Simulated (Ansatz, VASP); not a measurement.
## Hf in VASP and in Ansatz

The input INCAR:

```
SYSTEM = Hf
  PREC = Accurate
  ENCUT = 520
  EDIFF = 1E-6
  ISMEAR = 0
  SIGMA = 0.15
  LREAL = .False.
  LASPH = .True.
  NELM = 100
  ALGO = Fast
  ISIF = 2
  LWAVE = .False.
  LCHARG = .False.
  GGA = PS
  NBANDS = 17
```

The input KPOINTS:

```
regular mesh
0
Gamma
  18 18 10
  0 0 0
```

File POSCAR:

```
Hf
1.0
    3.3183000000      0.0000000000      0.0000000000
   -1.6591500000      2.8737320974      0.0000000000
    0.0000000000      0.0000000000      5.5958000000
Hf
2
Direct
    0.3333333333      0.6666666667      0.2500000000
    0.6666666667      0.3333333333      0.7500000000
```

Input for Ansatz:

```yaml
crystal:
  lattice:
    - [3.3183, 0.0, 0.0]
    - [-1.65915, 2.8737320974, 0.0]
    - [0.0, 0.0, 5.5958]
  atoms:
    - { symbol: Hf, position: [0.3333333333, 0.6666666667, 0.25] }
    - { symbol: Hf, position: [0.6666666667, 0.3333333333, 0.75] }
basis:
  ecutwfc: 420
kpoints:
  mp_grid: { grid: [18, 18, 10] }
hamiltonian:
  xc: pbesol
  pseudopotentials: { kind: paw }
scf:
  occupations: { method: gaussian, width: 0.15 }
output:
  forces: true
  stress: true
  eigenvalues: true
```

Alike in both runs: task single point; functional PBEsol; k mesh 18 × 18 × 10; occupations gaussian, width 0.15 eV; no spin polarisation.

|  | VASP | Ansatz |
| --- | --- | --- |
| version | VASP 6.6.1 | Ansatz 0.2.0 |
| potentials or method | VASP PAW PBE potentials, release 64 (Hf_pv), cutoff 520 eV | scalar-relativistic, plane waves, PAW |
| valence electrons in the cell | 20 | 52 |

|  | VASP | Ansatz | Ansatz less VASP |
| --- | --- | --- | --- |
| gap on the k mesh at the Fermi level (eV) | none | none | - |
| pressure (GPa) | -16.9 | -16.5 | +0.35 |
| traceless stress, the component that is largest in VASP (GPa) | -3.74 | -3.76 | -0.014 |

VASP's potentials were made for PBE, not for PBEsol. A gap of «none» marks a metal or a gap that the smearing closes. With one functional, cell and mesh, what is left measures potentials, basis and numerics. VASP's potentials hold 20 valence electrons a cell and Ansatz's 52, so a difference there can come from the potentials and not from the codes.

Neither program's run includes spin-orbit coupling.
